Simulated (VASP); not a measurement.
A run of VASP 6.6.1 is set up as follows.

File INCAR:

```
SYSTEM = Sr3P
PREC = Accurate
ENCUT = 600
EDIFF = 1E-7
ISMEAR = 0
SIGMA = 0.1
LREAL = .FALSE.
LASPH = .TRUE.
NELM = 80
ALGO = Normal
ISIF = 3
LWAVE = .FALSE.
LCHARG = .FALSE.
GGA = PE
IBRION = 2
NSW = 100
EDIFFG = -0.01
```

The input KPOINTS:

```
Automatic mesh
0
G
  10 10 10
  0 0 0
```

File POSCAR:

```
Sr3P
1.0
    5.1024560164      0.0000000000      0.0000000000
    0.0000000000      5.1024560164      0.0000000000
    0.0000000000      0.0000000000      5.1024560164
Sr P
3 1
Direct
    0.0000000000      0.5000000000      0.5000000000
    0.5000000000      0.0000000000      0.5000000000
    0.5000000000      0.5000000000      0.0000000000
    0.0000000000      0.0000000000      0.0000000000
```

Potentials or basis: VASP PAW PBE potentials, release 64 (Sr_sv, P).

Command:

```console
$ cat potpaw_PBE.64/Sr_sv/POTCAR potpaw_PBE.64/P/POTCAR > POTCAR
$ mpirun -np 1 vasp_std > vasp.out
```

Question: Predict the space group after relaxing (to 0.1 Å).

Answer: Pm-3m (No. 221).

Question: Estimate the band gap on the k mesh.

Answer: Zero (an odd number of electrons rules out a gap without spin polarisation).

Question: Estimate the relaxed cell.

Answer: a = 5.129 Å, b = 5.129 Å, c = 5.129 Å, α = 90.00°, β = 90.00°, γ = 90.00°.

Final structure:
```
Sr P
1.0
     5.12889    0.00000    0.00000
     0.00000    5.12889    0.00000
     0.00000    0.00000    5.12889
Sr P
3 1
Cartesian
  0.0000 2.5644 2.5644
  2.5644 0.0000 2.5644
  2.5644 2.5644 0.0000
  0.0000 0.0000 0.0000
```
